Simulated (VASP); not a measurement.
# Ag (Im-3m) in VASP: single point with r2SCAN

Aim: the single point of Ag with r2SCAN.

Everything below comes from runs of VASP 6.6.1. Logs are shortened: lines on timing, memory, paths and dates and some standing lists are left out, and cuts for length are marked.

## 1. The cell of the first run

The structure is cubic, space group Im-3m (No. 229). The conventional cell has a = 3.311 Å, b = 3.311 Å, c = 3.311 Å, α = 90.00°, β = 90.00°, γ = 90.00°. Ag (site symmetry m-3m) has 14 Ag at 2.87 to 3.31 Å within 3.8 Å.

This isn't the form of Ag at room conditions, which is fcc.

## 2. Single point, r2SCAN

Input file POSCAR:

```
Ag
1.0
   -1.6556540000      1.6556540000      1.6556540000
    1.6556540000     -1.6556540000      1.6556540000
    3.3113080000      3.3113080000      0.0000000000
Ag
2
Direct
    0.0000000000      0.0000000000      0.0000000000
    0.5000000000      0.5000000000      0.5000000000
```

Input file INCAR.step1:

```
PREC = Accurate
ENCUT = 520
ISMEAR = 0
SIGMA = 0.15
LREAL = False
LASPH = True
NELM = 80
NBANDS = 18
GGA = PE
ALGO = Normal
EDIFF = 1E-4
LWAVE = True
LCHARG = False
```

Input file INCAR.step2:

```
PREC = Accurate
ENCUT = 520
EDIFF = 1E-6
ISMEAR = 0
SIGMA = 0.15
LREAL = False
LASPH = True
NELM = 80
ALGO = Normal
ISIF = 2
LWAVE = False
LCHARG = True
METAGGA = R2SCAN
LMIXTAU = True
LELF = True
LVHAR = True
NBANDS = 18
ISTART = 1
```

Input file KPOINTS:

```
regular mesh
0
Gamma
  18 18 10
```

Potentials or basis: VASP PAW PBE potentials, release 64 (Ag).

On the command line:

```bash
$ cat potpaw_PBE.64/Ag/POTCAR > POTCAR
$ cp INCAR.step1 INCAR
$ mpirun -np 1 vasp_std > vasp.out
$ cp INCAR.step2 INCAR
$ mpirun -np 1 vasp_std > vasp.out
```

OUTCAR:

```text
PREC = Accurate
   ENCUT = 520
   EDIFF = 1E-6
   ISMEAR = 0
   LREAL = False
   LASPH = True
   NELM = 80
   ISIF = 2
   METAGGA = R2SCAN
   ISTART = 1

 ion  position               nearest neighbor table
   1  0.000  0.000  0.000-   2 2.87   2 2.87   2 2.87   2 2.87   2 3.31   2 3.31   2 3.31   2 3.31

   2  0.500  0.500  0.500-   1 2.87   1 2.87   1 2.87   1 2.87   1 3.31   1 3.31   1 3.31   1 3.31

  LATTYP: Found a base centered orthorhombic cell.
 ALAT       =     3.3113080000
 B/A-ratio  =     1.4142135624
 C/A-ratio  =     1.4142135624

  Lattice vectors:

 A1 = (  -1.6556540000,   1.6556540000,   1.6556540000)
 A2 = (   1.6556540000,  -1.6556540000,   1.6556540000)
 A3 = (   3.3113080000,   3.3113080000,   0.0000000000)

Analysis of symmetry for initial positions (statically):
=====================================================================
 Subroutine PRICEL returns following result:

  LATTYP: Found a body centered cubic cell.
 ALAT       =     3.3113080000

  Lattice vectors:

 A1 = (  -1.6556540000,   1.6556540000,  -1.6556540000)
 A2 = (  -1.6556540000,  -1.6556540000,   1.6556540000)
 A3 = (   1.6556540000,   1.6556540000,   1.6556540000)

   2 primitive cells build up your supercell.

 Routine SETGRP: Setting up the symmetry group for a
 base centered orthorhombic supercell.

 Subroutine GETGRP returns: Found  8 space group operations
 (whereof  8 operations were pure point group operations)
 out of a pool of  8 trial point group operations.

The static configuration has the point symmetry D_2h.

Analysis of symmetry for dynamics (positions and initial velocities):
=====================================================================
 Subroutine PRICEL returns following result:

  LATTYP: Found a body centered cubic cell.
 ALAT       =     3.3113080000

  Lattice vectors:

 A1 = (  -1.6556540000,   1.6556540000,  -1.6556540000)
 A2 = (  -1.6556540000,  -1.6556540000,   1.6556540000)
 A3 = (   1.6556540000,   1.6556540000,   1.6556540000)

   2 primitive cells build up your supercell.

 Routine SETGRP: Setting up the symmetry group for a
 base centered orthorhombic supercell.

 Subroutine GETGRP returns: Found  8 space group operations
 (whereof  8 operations were pure point group operations)
 out of a pool of  8 trial point group operations.

The dynamic configuration has the point symmetry D_2h.

 Subroutine INISYM returns: Found  8 space group operations
 (whereof  8 operations are pure point group operations),
 and found     2 'primitive' translations

----------------------------------------------------------------------------------------

                                     Primitive cell

  volume of cell :      18.1538

  direct lattice vectors                    reciprocal lattice vectors
    -1.655654000  1.655654000 -1.655654000    -0.301995465  0.301995465  0.000000000
    -1.655654000 -1.655654000  1.655654000    -0.301995465  0.000000000  0.301995465
     1.655654000  1.655654000  1.655654000     0.000000000  0.301995465  0.301995465

  length of vectors
     2.867676848  2.867676848  2.867676848     0.427086083  0.427086083  0.427086083

  position of ions in fractional coordinates (direct lattice)
     0.000000000  0.000000000  0.000000000

  ion indices of the primitive-cell ions
   primitive index   ion index
                 1           1

----------------------------------------------------------------------------------------

 KPOINTS: regular mesh

Automatic generation of k-mesh.
 Grid dimensions read from file:
 generate k-points for:   18   18   10

 Generating k-lattice:

  Cartesian coordinates                     Fractional coordinates (reciprocal lattice)
    -0.008388763  0.008388763  0.016777526     0.055555556  0.000000000  0.000000000
     0.008388763 -0.008388763  0.016777526     0.000000000  0.055555556  0.000000000
     0.015099773  0.015099773  0.000000000     0.000000000  0.000000000  0.100000000

  Length of vectors
     0.020548189  0.020548189  0.021354304

  Shift w.r.t. Gamma in fractional coordinates (k-lattice)
     0.000000000  0.000000000  0.000000000

 Subroutine IBZKPT returns following result:
 ===========================================

 Found    546 irreducible k-points:

 Following reciprocal coordinates:
            Coordinates               Weight
  0.000000  0.000000  0.000000      1.000000
  0.055556  0.000000  0.000000      4.000000
  0.111111  0.000000  0.000000      4.000000
  0.166667  0.000000  0.000000      4.000000
  0.222222  0.000000  0.000000      4.000000
  0.277778  0.000000  0.000000      4.000000
[... 16 lines left out ...]
 -0.277778  0.055556  0.000000      4.000000
 -0.222222  0.055556  0.000000      4.000000
 [... further k-points ...]
   k-points           NKPTS =    546   k-points in BZ     NKDIM =    546   number of bands    NBANDS=     18
   number of dos      NEDOS =    301   number of ions     NIONS =      2
   total plane-waves  NPLWV =  20736
   dimension x,y,z NGX =    24 NGY =   24 NGZ =   36
   dimension x,y,z NGXF=    48 NGYF=   48 NGZF=   72
   ions per type =               2
   NGX,Y,Z   is equivalent  to a cutoff of  13.91, 13.91, 12.78 a.u.
   NGXF,Y,Z  is equivalent  to a cutoff of  27.83, 27.83, 25.56 a.u.
 SYSTEM =  unknown system
   PREC   = accura    normal or accurate (medium, high low for compatibility)
   ISTART =      1    job   : 0-new  1-cont  2-samecut
   ICHARG =      0    charge: 1-file 2-atom 10-const
   ISPIN  =      1    spin polarized calculation?
   LNONCOLLINEAR =      F non collinear calculations
   LSORBIT =      F    spin-orbit coupling
   LASPH  =      T    aspherical Exc in radial PAW
   ENCUT  =  520.0 eV  38.22 Ry    6.18 a.u.   5.33  5.33  8.71*2*pi/ulx,y,z
   NELM   =     80;   NELMIN=  2; NELMDL=  0     # of ELM steps
   EDIFF  = 0.1E-05   stopping-criterion for ELM
   LREAL  =      F    real-space projection
   EDIFFG = 0.1E-04   stopping-criterion for IOM
   NSW    =      0    number of steps for IOM
   IBRION =     -1    ionic relax: 0-MD 1-quasi-New 2-CG
   NFREE  =      0    steps in history (QN), initial steepest desc. (CG)
   ISIF   =      2    stress and relaxation
   ISYM   =      2    0-nonsym 1-usesym 2-fastsym
   POTIM  = 0.5000    time-step for ionic-motion
   TEBEG  =    0.0;   TEEND  =   0.0 temperature during run
   PSTRESS=    0.0 pullay stress
   NELECT =      22.0000    total number of electrons
   NUPDOWN=      -1.0000    fix difference up-down
   EMIN   =  10.00;   EMAX   =-10.00  energy-range for DOS
   EFERMI =   0.00;   METHOD = LEGACY
   ISMEAR =     0;   SIGMA  =   0.15  broadening in eV -4-tet -1-fermi 0-gaus
   EFERMI_NEDOS =   21; number of points for ismear=-14 and -15
   IALGO  =     38    algorithm
   IMIX   =      4    mixing-type and parameters
     AMIX     =   0.40;   BMIX     =  1.00
     AMIX_MAG =   1.60;   BMIX_MAG =  1.00
  volume/ion in A,a.u.               =      18.15       122.51
  Fermi-wavevector in a.u.,A,eV,Ry     =   1.385318  2.617871 26.111022  1.919106
  Thomas-Fermi vector in A             =   2.509739
   LORBIT       =      0    0 simple, 1 ext, 2 COOP (PROOUT), +10 PAW based schemes
   METAGGA = R2SCAN    functional components
   LHFCALC =     F    Hartree Fock is set to
   AEXX    =    0.0000 exact exchange contribution
   IVDW    =     0    specifies the selected vdW correction
   LEPSILON=     F    determine dielectric tensor
   LRPA    =     F    only Hartree local field effects (RPA)
 non-spin polarized calculation
 Gauss-broadening in eV      SIGMA  =   0.15
  energy-cutoff  :      520.00
  volume of cell :       36.31
 maximum number of plane-waves:       993
 NGX is ok and might be reduce to    24
   NGX = 11   NGY = 11   NGZ = 17

 number of electron      22.0000006 magnetization

 Free energy of the ion-electron system (eV)
  ---------------------------------------------------
  ext. energy  EPLUGINS =         0.00000000
  ---------------------------------------------------
  free energy    TOTEN  =       -42.63390127 eV

  energy without entropy =      -42.62741036  energy(sigma->0) =      -42.63065582

 E-fermi :   7.6579     XC(G=0): -12.5349

 val. band max:        7.6350718937   @ k =  -0.3889   0.3889   0.4000
 cond. band min:       7.6734871281   @ k =   0.3889   0.0000   0.4000
 fundamental gap:      0.0384152344
 Fermi energy:         7.6579452600

 k-point     1 :       0.0000    0.0000    0.0000
  band No.  band energies     occupation
      1       0.1149      2.00000
      2       1.2451      2.00000
      3       1.8545      2.00000
      4       2.5664      2.00000
      5       2.5673      2.00000
      6       2.5682      2.00000
[... 10 lines left out ...]
     17      26.0614      0.00000
     18      26.0618      0.00000

 k-point     2 :       0.0556    0.0000    0.0000
  band No.  band energies     occupation
      1       0.1905      2.00000
      2       1.2879      2.00000
      3       1.8712      2.00000
      4       2.5554      2.00000
      5       2.5626      2.00000
      6       2.6107      2.00000
[... 10 lines left out ...]
     17      26.0044      0.00000
     18      26.1169      0.00000

 k-point     3 :       0.1111    0.0000    0.0000
  band No.  band energies     occupation
      1       0.4111      2.00000
      2       1.4063      2.00000
      3       1.9212      2.00000
      4       2.5201      2.00000
      5       2.5498      2.00000
      6       2.7410      2.00000
[... 10 lines left out ...]
     17      25.6817      0.00000
     18      26.2739      0.00000

 k-point     4 :       0.1667    0.0000    0.0000
  band No.  band energies     occupation
      1       0.7557      2.00000
      2       1.5657      2.00000
      3       2.0100      2.00000
      4       2.4680      2.00000
      5       2.5239      2.00000
      6       2.9636      2.00000
[... 10 lines left out ...]
     17      24.7721      0.00000
     18      26.5010      0.00000

 k-point     5 :       0.2222    0.0000    0.0000
  band No.  band energies     occupation
      1       1.1757      2.00000
      2       1.7031      2.00000
      3       2.1580      2.00000
      4       2.4185      2.00000
      5       2.4802      2.00000
      6       3.1287      2.00000
[... 10 lines left out ...]
     17      23.3065      0.00000
     18      26.1185      0.00000

 k-point     6 :       0.2778    0.0000    0.0000
  band No.  band energies     occupation
      1       1.5671      2.00000
      2       1.7727      2.00000
      3       2.3668      2.00000
      4       2.4181      2.00000
      5       2.4227      2.00000
      6       2.8350      2.00000
[... 10 lines left out ...]
     17      21.9034      0.00000
     18      24.9623      0.00000

 k-point     7 :       0.3333    0.0000    0.0000
  band No.  band energies     occupation
      1       1.7773      2.00000
      2       1.7891      2.00000
      3       2.3455      2.00000
      4       2.5616      2.00000
      5       2.5903      2.00000
      6       2.5904      2.00000
[... 10 lines left out ...]
     17      21.9030      0.00000
     18      23.9975      0.00000

 k-point     8 :       0.3889    0.0000    0.0000
  band No.  band energies     occupation
      1       1.7818      2.00000
      2       1.8123      2.00000
      3       2.2787      2.00000
      4       2.4079      2.00000
      5       2.7758      2.00000
      6       2.7843      2.00000
[... 10 lines left out ...]
     17      21.9226      0.00000
     18      23.2239      0.00000
[... 229 lines left out ...]
     17      20.6416      0.00000
     18      23.7225      0.00000

 k-point    20 :      -0.4444    0.0556    0.0000
  band No.  band energies     occupation
      1       1.8455      2.00000
      2       1.8816      2.00000
      3       2.1845      2.00000
      4       2.2835      2.00000
      5       2.7654      2.00000
      6       2.8162      2.00000
[... 10 lines left out ...]
     17      21.1384      0.00000
     18      23.6815      0.00000

 k-point    21 :      -0.3889    0.0556    0.0000
  band No.  band energies     occupation
      1       1.8877      2.00000
      2       1.9074      2.00000
      3       2.2217      2.00000
      4       2.3848      2.00000
      5       2.5793      2.00000
      6       2.6044      2.00000
[... 10 lines left out ...]
     17      21.7991      0.00000
     18      23.7324      0.00000

 k-point    22 :      -0.3333    0.0556    0.0000
  band No.  band energies     occupation
      1       1.8314      2.00000
      2       1.9126      2.00000
      3       2.2841      2.00000
      4       2.3514      2.00000
      5       2.4304      2.00000
      6       2.5489      2.00000
[... 10 lines left out ...]
     17      22.6325      0.00000
     18      23.7471      0.00000

 k-point    23 :      -0.2778    0.0556    0.0000
  band No.  band energies     occupation
      1       1.5165      2.00000
      2       1.8517      2.00000
      3       2.2848      2.00000
      4       2.3214      2.00000
      5       2.3558      2.00000
      6       2.7689      2.00000
[... 10 lines left out ...]
     17      23.5641      0.00000
     18      23.7020      0.00000

 k-point    24 :      -0.2222    0.0556    0.0000
  band No.  band energies     occupation
      1       1.0871      2.00000
      2       1.7095      2.00000
      3       2.1801      2.00000
      4       2.3947      2.00000
      5       2.4228      2.00000
      6       3.0286      2.00000
[... 10 lines left out ...]
     17      23.6105      0.00000
     18      25.1994      0.00000

 [... further k-points ...]
[... 5 lines left out ...]
  --------------------------------------------------------------------------------------
  -------------------------------------------------------------------------------------
  Total       -0.8105164     -0.8105164     -0.8076716     -0.0503699     -0.0000000      0.0000000
  in kB      -35.7662722    -35.7662722    -35.6407366     -2.2227109     -0.0000000      0.0000000
  external PRESSURE =     -35.7244270 kB  Pullay stress =       0.0000000 kB

 VOLUME and BASIS-vectors are now :
 -----------------------------------------------------------------------------
  energy-cutoff  :      520.00
  volume of cell :       36.31
      direct lattice vectors                 reciprocal lattice vectors
    -1.655654000  1.655654000  1.655654000    -0.150997733  0.150997733  0.301995465
     1.655654000 -1.655654000  1.655654000     0.150997733 -0.150997733  0.301995465
     3.311308000  3.311308000  0.000000000     0.150997733  0.150997733  0.000000000

 POSITION                                       TOTAL-FORCE (eV/Angst)
 -----------------------------------------------------------------------------------
      0.00000      0.00000      0.00000        -0.000000     -0.000000      0.000000
      1.65565      1.65565      1.65565         0.000000      0.000000     -0.000000
 -----------------------------------------------------------------------------------
    total drift:                               -0.000000     -0.000000      0.000000

  FREE ENERGIE OF THE ION-ELECTRON SYSTEM (eV)
  ---------------------------------------------------
  free  energy   TOTEN  =       -42.6339012708 eV

  energy  without entropy=      -42.6274103618  energy(sigma->0) =      -42.63065582
```

It took 21 min on 1 thread of Oxide Virtual Turin-like, shared host; peak memory 0.36 GiB.

Results:

| Quantity | Value |
| --- | --- |
| Free energy | -42.6339 eV |
| Pressure | -3.6 GPa |
| Band gap on the k mesh | zero (bands 11 and 12 overlap by 8.48 eV) |

Levels at points of the mesh, in eV from the Fermi level:
| k point | band 9 | band 10 | band 11 | band 12 | band 13 | band 14 |
| --- | --- | --- | --- | --- | --- | --- |
| (0.00, 0.00, 0.00) | -3.87 | -3.77 | -2.94 | 0.10 | 3.86 | 13.59 |
| (0.50, 0.00, 0.00) | -3.62 | -3.62 | 0.16 | 0.16 | 7.72 | 7.72 |
| (0.50, 0.50, 0.00) | -3.16 | -2.94 | 0.10 | 3.86 | 6.99 | 6.99 |
| (0.00, 0.00, 0.50) | -4.05 | -4.05 | -3.83 | -3.83 | 11.91 | 11.91 |
| (0.50, 0.00, 0.50) | -2.94 | -2.94 | 0.10 | 0.10 | 3.86 | 3.86 |
| (0.50, 0.50, 0.50) | -3.05 | -3.05 | 3.37 | 3.37 | 4.56 | 4.56 |

Caveat: the cell stands under tension; the PAW data sets were made with another functional, which shifts forces and pressure a little.

The gap in the log of VASP goes by the Fermi energy; the results here count the filled bands.